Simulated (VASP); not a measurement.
# CdF2 (I4mm) in VASP: a series of runs

CdF2 is run at these levels: PBE; tasks: single point.

Everything below comes from runs of VASP 6.6.1. Logs are shortened: lines on timing, memory, paths and dates and some standing lists are left out, and cuts for length are marked.

### Step 1. The cell of the first run

It takes space group I4mm (No. 107, tetragonal). Conventional cell: a = 3.810 Å, b = 3.810 Å, c = 5.388 Å, α = 90.00°, β = 90.00°, γ = 90.00°. Cd (site symmetry 4mm) has 8 F at 2.28 to 2.39 Å within 3.0 Å. Within 3.0 Å of F (site symmetry 2mm) lie 4 Cd at 2.28 to 2.39 Å and 6 F at 2.69 Å.

### Step 2. Single point, PBE (all Cd atoms moved -0.100 Å, as atom 1 along Cartesian [0 1 0])

INCAR reads:

```
SYSTEM = CdF2
  PREC = Accurate
  ENCUT = 520
  EDIFF = 1E-7
  ISMEAR = 0
  SIGMA = 0.05
  LREAL = .FALSE.
  LASPH = .TRUE.
  NELM = 80
  ALGO = Normal
  ISIF = 2
  LWAVE = .FALSE.
  LCHARG = .FALSE.
  GGA = PE
  NBANDS = 20
```

KPOINTS reads:

```
regular mesh
0
G
  8 8 8
  0 0 0
```

POSCAR reads:

```
CdF2
1.0
    0.0000000000      2.6940000000      2.6940000000
    2.6940000000      0.0000000000      2.6940000000
    2.6940000000      2.6940000000      0.0000000000
Cd F
1 2
Direct
   -0.0185597624      0.0185597624     -0.0185597624
    0.2500000000      0.2500000000      0.2500000000
    0.7500000000      0.7500000000      0.7500000000
```

Potentials or basis: VASP PAW PBE potentials, release 64 (Cd, F).

On the command line:

```
$ cat potpaw_PBE.64/Cd/POTCAR potpaw_PBE.64/F/POTCAR > POTCAR
$ mpirun -np 1 vasp_std > vasp.out
```

OUTCAR:

```text
SYSTEM = CdF2
   PREC = Accurate
   ENCUT = 520
   EDIFF = 1E-7
   ISMEAR = 0
   LREAL = .FALSE.
   LASPH = .TRUE.
   NELM = 80
   ISIF = 2
   GGA = PE

 ion  position               nearest neighbor table
   1  0.981  0.019  0.981-   3 2.28   3 2.28   2 2.28   2 2.28   3 2.39   3 2.39   2 2.39   2 2.39

   2  0.250  0.250  0.250-   1 2.28   1 2.28   1 2.39   1 2.39
   3  0.750  0.750  0.750-   1 2.28   1 2.28   1 2.39   1 2.39

  LATTYP: Found a face centered cubic cell.
 ALAT       =     5.3880000000

  Lattice vectors:

 A1 = (   0.0000000000,   2.6940000000,   2.6940000000)
 A2 = (   2.6940000000,   0.0000000000,   2.6940000000)
 A3 = (   2.6940000000,   2.6940000000,   0.0000000000)

Analysis of symmetry for initial positions (statically):
=====================================================================
 Subroutine PRICEL returns:
 Original cell was already a primitive cell.

 Routine SETGRP: Setting up the symmetry group for a
 face centered cubic supercell.

 Subroutine GETGRP returns: Found  8 space group operations
 (whereof  8 operations were pure point group operations)
 out of a pool of 48 trial point group operations.

The static configuration has the point symmetry C_4v.

Analysis of symmetry for dynamics (positions and initial velocities):
=====================================================================
 Subroutine PRICEL returns:
 Original cell was already a primitive cell.

 Routine SETGRP: Setting up the symmetry group for a
 face centered cubic supercell.

 Subroutine GETGRP returns: Found  8 space group operations
 (whereof  8 operations were pure point group operations)
 out of a pool of 48 trial point group operations.

The dynamic configuration has the point symmetry C_4v.

 Subroutine INISYM returns: Found  8 space group operations
 (whereof  8 operations are pure point group operations),
 and found     1 'primitive' translations

----------------------------------------------------------------------------------------

                                     Primitive cell

  volume of cell :      39.1041

  direct lattice vectors                    reciprocal lattice vectors
     0.000000000  2.694000000  2.694000000    -0.185597624  0.185597624  0.185597624
     2.694000000  0.000000000  2.694000000     0.185597624 -0.185597624  0.185597624
[... 77 lines left out ...]
 SYSTEM =  CdF2
   PREC   = accura    normal or accurate (medium, high low for compatibility)
   ISTART =      0    job   : 0-new  1-cont  2-samecut
   ICHARG =      2    charge: 1-file 2-atom 10-const
   ISPIN  =      1    spin polarized calculation?
   LNONCOLLINEAR =      F non collinear calculations
   LSORBIT =      F    spin-orbit coupling
   LASPH  =      T    aspherical Exc in radial PAW
   ENCUT  =  520.0 eV  38.22 Ry    6.18 a.u.   7.08  7.08  7.08*2*pi/ulx,y,z
   NELM   =     80;   NELMIN=  2; NELMDL= -5     # of ELM steps
   EDIFF  = 0.1E-06   stopping-criterion for ELM
   LREAL  =      F    real-space projection
   EDIFFG = 0.1E-05   stopping-criterion for IOM
   NSW    =      0    number of steps for IOM
   IBRION =     -1    ionic relax: 0-MD 1-quasi-New 2-CG
   NFREE  =      0    steps in history (QN), initial steepest desc. (CG)
   ISIF   =      2    stress and relaxation
   ISYM   =      2    0-nonsym 1-usesym 2-fastsym
   POTIM  = 0.5000    time-step for ionic-motion
   TEBEG  =    0.0;   TEEND  =   0.0 temperature during run
   PSTRESS=    0.0 pullay stress
   NELECT =      26.0000    total number of electrons
   NUPDOWN=      -1.0000    fix difference up-down
   EMIN   =  10.00;   EMAX   =-10.00  energy-range for DOS
   EFERMI =   0.00;   METHOD = LEGACY
   ISMEAR =     0;   SIGMA  =   0.05  broadening in eV -4-tet -1-fermi 0-gaus
   EFERMI_NEDOS =   21; number of points for ismear=-14 and -15
   IALGO  =     38    algorithm
   IMIX   =      4    mixing-type and parameters
     AMIX     =   0.40;   BMIX     =  1.00
     AMIX_MAG =   1.60;   BMIX_MAG =  1.00
  volume/ion in A,a.u.               =      13.03        87.96
  Fermi-wavevector in a.u.,A,eV,Ry     =   1.428867  2.700166 27.778468  2.041660
  Thomas-Fermi vector in A             =   2.548882
   LORBIT       =      0    0 simple, 1 ext, 2 COOP (PROOUT), +10 PAW based schemes
   GGA     = PE    functional components
   LHFCALC =     F    Hartree Fock is set to
   AEXX    =    0.0000 exact exchange contribution
   IVDW    =     0    specifies the selected vdW correction
   LEPSILON=     F    determine dielectric tensor
   LRPA    =     F    only Hartree local field effects (RPA)
 non-spin polarized calculation
 Gauss-broadening in eV      SIGMA  =   0.05
  energy-cutoff  :      520.00
  volume of cell :       39.10
 maximum number of plane-waves:      1067
   NGX = 15   NGY = 15   NGZ = 15

 number of electron      25.9999989 magnetization

 Free energy of the ion-electron system (eV)
  ---------------------------------------------------
  ext. energy  EPLUGINS =         0.00000000
  ---------------------------------------------------
  free energy    TOTEN  =       -10.82986384 eV

  energy without entropy =      -10.82986384  energy(sigma->0) =      -10.82986384

 E-fermi :  -1.0236     XC(G=0): -10.4096

 val. band max:       -1.2992629106   @ k =  -0.2500   0.5000   0.2500
 cond. band min:       1.7612682228   @ k =   0.0000   0.0000   0.0000
 fundamental gap:      3.0605311334
 Fermi energy:        -1.0235871451

 k-point     1 :       0.0000    0.0000    0.0000
  band No.  band energies     occupation
      1     -22.1255      2.00000
      2     -21.0250      2.00000
      3      -6.9374      2.00000
      4      -6.9374      2.00000
      5      -6.9131      2.00000
      6      -5.7405      2.00000
[... 541 lines left out ...]
     19      18.6055      0.00000
     20      20.0573      0.00000

 [... further k-points ...]
[... 5 lines left out ...]
  --------------------------------------------------------------------------------------
  -------------------------------------------------------------------------------------
  Total        1.6932291      1.5712542      1.6932291      0.0000000      0.0000000      0.0000000
  in kB       69.3750871     64.3775251     69.3750871      0.0000000      0.0000000      0.0000000
  external PRESSURE =      67.7092331 kB  Pullay stress =       0.0000000 kB

 VOLUME and BASIS-vectors are now :
 -----------------------------------------------------------------------------
  energy-cutoff  :      520.00
  volume of cell :       39.10
      direct lattice vectors                 reciprocal lattice vectors
     0.000000000  2.694000000  2.694000000    -0.185597624  0.185597624  0.185597624
     2.694000000  0.000000000  2.694000000     0.185597624 -0.185597624  0.185597624
     2.694000000  2.694000000  0.000000000     0.185597624  0.185597624 -0.185597624

 POSITION                                       TOTAL-FORCE (eV/Angst)
 -----------------------------------------------------------------------------------
      2.69400      5.28800      2.69400         0.000000      0.590304      0.000000
      1.34700      1.34700      1.34700         0.000000     -0.295152      0.000000
      4.04100      4.04100      4.04100         0.000000     -0.295152      0.000000
 -----------------------------------------------------------------------------------
    total drift:                                0.000001      0.000187      0.000001

  FREE ENERGIE OF THE ION-ELECTRON SYSTEM (eV)
  ---------------------------------------------------
  free  energy   TOTEN  =       -10.8298638424 eV

  energy  without entropy=      -10.8298638424  energy(sigma->0) =      -10.82986384
```

OSZICAR:

```text
N       E                     dE             d eps       ncg     rms          rms(c)
DAV:   1     0.201934652929E+03    0.20193E+03   -0.15539E+04  2408   0.133E+03
DAV:   2    -0.332785867305E+01   -0.20526E+03   -0.19661E+03  2560   0.345E+02
DAV:   3    -0.124966715675E+02   -0.91688E+01   -0.91432E+01  2688   0.795E+01
DAV:   4    -0.125396017871E+02   -0.42930E-01   -0.42928E-01  2560   0.555E+00
DAV:   5    -0.125397555758E+02   -0.15379E-03   -0.15379E-03  2680   0.299E-01    0.104E+01
DAV:   6    -0.107977230723E+02    0.17420E+01   -0.39767E+00  3028   0.379E+01    0.755E+00
DAV:   7    -0.108447005825E+02   -0.46978E-01   -0.90955E-01  2416   0.873E+00    0.431E+00
DAV:   8    -0.108381485740E+02    0.65520E-02   -0.13846E-01  2440   0.353E+00    0.711E-01
DAV:   9    -0.108291601649E+02    0.89884E-02   -0.34891E-02  2836   0.236E+00    0.879E-02
DAV:  10    -0.108297406298E+02   -0.58046E-03   -0.29776E-03  2436   0.602E-01    0.122E-01
DAV:  11    -0.108298402572E+02   -0.99627E-04   -0.12411E-04  2584   0.110E-01    0.365E-02
DAV:  12    -0.108298621842E+02   -0.21927E-04   -0.33389E-05  2436   0.511E-02    0.187E-02
DAV:  13    -0.108298640417E+02   -0.18574E-05   -0.66976E-06  2580   0.212E-02    0.343E-03
DAV:  14    -0.108298638124E+02    0.22924E-06   -0.59870E-07  2560   0.984E-03    0.721E-04
DAV:  15    -0.108298638424E+02   -0.29998E-07   -0.64865E-08  2076   0.241E-03
   1 F= -.10829864E+02 E0= -.10829864E+02  d E =-.693441E-17
```

Run time: 54 s. Hardware: 1 thread of Intel Xeon Platinum 8259CL at 2.50GHz (Skylake/Cascade Lake), shared host; peak memory 0.18 GiB.

What came out:

```
Free energy            : -10.8299 eV
Pressure               : 6.8 GPa
Largest force          : 0.590 eV/Å
Band gap on the k mesh : 3.06 eV, indirect (least direct gap 3.57 eV)
```

Forces in eV/Å, atoms in the order of the input:
```
Cd   0.000  0.590  0.000
F    0.000 -0.295  0.000
F    0.000 -0.295  0.000
```

Caveat: the cell differs from its parent crystal (all Cd atoms moved -0.100 Å, as atom 1 along Cartesian [0 1 0]). A k mesh can miss the band edges.

### Step 3. Single point, PBE (all Cd atoms moved +0.013 Å, as atom 1 along Cartesian [0 1 0])

INCAR reads:

```
PREC = Accurate
ENCUT = 520
EDIFF = 1E-6
ISMEAR = 0
SIGMA = 0.05
LREAL = F
LASPH = T
NELM = 100
ALGO = Normal
ISIF = 2
LWAVE = F
LCHARG = F
GGA = PE
NBANDS = 20
```

KPOINTS reads:

```
regular mesh
0
Gamma
  8 8 8
```

POSCAR, as its differences from that of step 2:

```diff
@@ -8,3 +8,3 @@
 Direct
-   -0.0185597624      0.0185597624     -0.0185597624
+    0.0023199703     -0.0023199703      0.0023199703
     0.2500000000      0.2500000000      0.2500000000
```

Potentials or basis: VASP PAW PBE potentials, release 64 (Cd, F).

On the command line:

```
$ cat potpaw_PBE.64/Cd/POTCAR potpaw_PBE.64/F/POTCAR > POTCAR
$ mpirun -np 1 vasp_std > vasp.out
```

Wall time 44 s (1 thread of Intel Xeon Platinum 8259CL at 2.50GHz (Skylake/Cascade Lake), shared host); peak memory 0.18 GiB.

Results (log left out):

- Free energy: -10.8589 eV
- Pressure: 6.2 GPa
- Largest force: 0.074 eV/Å
- Band gap on the k mesh: 3.07 eV, indirect (least direct gap 3.57 eV)

Forces in eV/Å, atoms in the order of the input:
```
Cd   0.000 -0.074  0.000
F    0.000  0.037  0.000
F    0.000  0.037  0.000
```

Levels at points of the mesh, in eV from the valence-band top:
| k point | band 9 | band 10 | band 11 | band 12 | band 13 | band 14 | band 15 | band 16 | band 17 | band 18 |
| --- | --- | --- | --- | --- | --- | --- | --- | --- | --- | --- |
| (0.00, 0.00, 0.00) | -0.97 | -0.97 | -0.50 | -0.50 | -0.50 | 3.07 | 12.70 | 12.70 | 12.70 | 17.64 |
| (0.50, 0.00, 0.00) | -2.27 | -1.84 | -1.84 | -0.40 | -0.40 | 7.17 | 9.16 | 14.50 | 14.50 | 18.19 |
| (0.50, 0.50, 0.00) | -2.96 | -2.95 | -0.50 | -0.09 | -0.09 | 8.00 | 9.65 | 11.92 | 14.29 | 14.29 |
| (0.50, 0.00, 0.50) | -2.96 | -2.96 | -0.50 | -0.09 | -0.09 | 8.00 | 9.65 | 11.92 | 14.29 | 14.29 |

Caveat: the cell differs from its parent crystal (all Cd atoms moved +0.013 Å, as atom 1 along Cartesian [0 1 0]). A k mesh can miss the band edges.
